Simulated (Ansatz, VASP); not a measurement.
# One calculation of As, two programs

```
As
1.0
     1.79419    1.03588    5.07465
    -1.79419    1.03588    5.07465
     0.00000   -2.07175    5.07465
As
2
Direct
  0.21150 0.21150 0.21150
  0.78850 0.78850 0.78850
```

Alike in both runs: functional r2SCAN; k mesh 12 × 12 × 12; occupations gaussian, width 0.02 eV; no spin polarisation.

Ansatz relaxed the structure, and its values are those at the end. VASP's run is a single point on that final structure, the one shown.

|  | VASP | Ansatz |
| --- | --- | --- |
| version | VASP 6.6.1 | Ansatz 0.2.0 |
| potentials or method | VASP PAW PBE potentials, release 64 (As), cutoff 520 eV | scalar-relativistic, plane waves, PAW |
| valence electrons in the cell | 10 | 30 |

|  | VASP | Ansatz | Ansatz less VASP |
| --- | --- | --- | --- |
| gap on the k mesh at the Fermi level (eV) | 0.57 | 0.59 | +0.022 |
| least direct gap on the mesh (eV) | 1.19 | 1.24 | +0.047 |
| pressure (GPa) | 0.2 | 0.0 | -0.13 |
| rms of the force components (eV/Å) | 0.037 | 0.001 | -0.0355 |

VASP's potentials were made for PBE, not for r2SCAN. VASP's potentials hold 10 valence electrons a cell and Ansatz's 30, so a difference there can come from the potentials and not from the codes.
